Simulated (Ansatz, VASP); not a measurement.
Two plane-wave programs on ScNb

INCAR

```
  ALGO = Fast
  EDIFF = 1E-6
  ENCUT = 520
  ISIF = 2
  ISMEAR = 0
  LASPH = T
  LCHARG = T
  LELF = T
  LREAL = F
  LVHAR = T
  LWAVE = F
  NBANDS = 19
  NELM = 80
  PREC = Accurate
  SIGMA = 0.15
```

KPOINTS

```
k-points
0
Gamma
  18 18 10
```

The input POSCAR:

```
ScNb
1.0
    3.0656443612      0.0000000000      0.0000000000
   -1.5328221806      2.6549258957      0.0000000000
    0.0000000000      0.0000000000      5.7376658528
Sc Nb
1 1
Direct
    0.0000000000      0.0000000000      0.0000000000
    0.3333333333      0.6666666667      0.5000000000
```

Input for Ansatz:

```yaml
crystal:
  lattice:
    - [3.0656443612, 0.0, 0.0]
    - [-1.5328221806, 2.6549258957, 0.0]
    - [0.0, 0.0, 5.7376658528]
  atoms:
    - { symbol: Sc, position: [0.0, 0.0, 0.0] }
    - { symbol: Nb, position: [0.3333333333, 0.6666666667, 0.5] }
basis:
  ecutwfc: 420
kpoints:
  mp_grid: { grid: [18, 18, 10] }
hamiltonian:
  xc: lda
scf:
  occupations: { method: gaussian, width: 0.15 }
output:
  forces: true
  stress: true
  eigenvalues: true
```

Change from the starting cell: strain +0.1312 x Voigt [0, 0, 1, 0, 0, 0], atoms carried along.

Alike in both runs: task single point; functional LDA; k mesh 18 × 18 × 10; occupations gaussian, width 0.15 eV; no spin polarisation.

|  | VASP | Ansatz |
| --- | --- | --- |
| version | VASP 6.6.1 | Ansatz 0.2.0 |
| potentials or method | VASP PAW LDA potentials, release 64 (Sc_sv, Nb_sv), cutoff 520 eV | scalar-relativistic, plane waves, PAW |
| valence electrons in the cell | 24 | 24 |

```csv
,VASP,Ansatz,Ansatz less VASP
gap on the k mesh at the Fermi level (eV),none,none,-
pressure (GPa),-15.4,-15.4,+0.01
"traceless stress, the component that is largest in VASP (GPa)",-6.15,-6.18,-0.030
```

LDA's correlation is that of Perdew and Zunger in VASP and of Perdew and Wang (1992) in Ansatz. A gap of «none» marks a metal or a gap that the smearing closes.
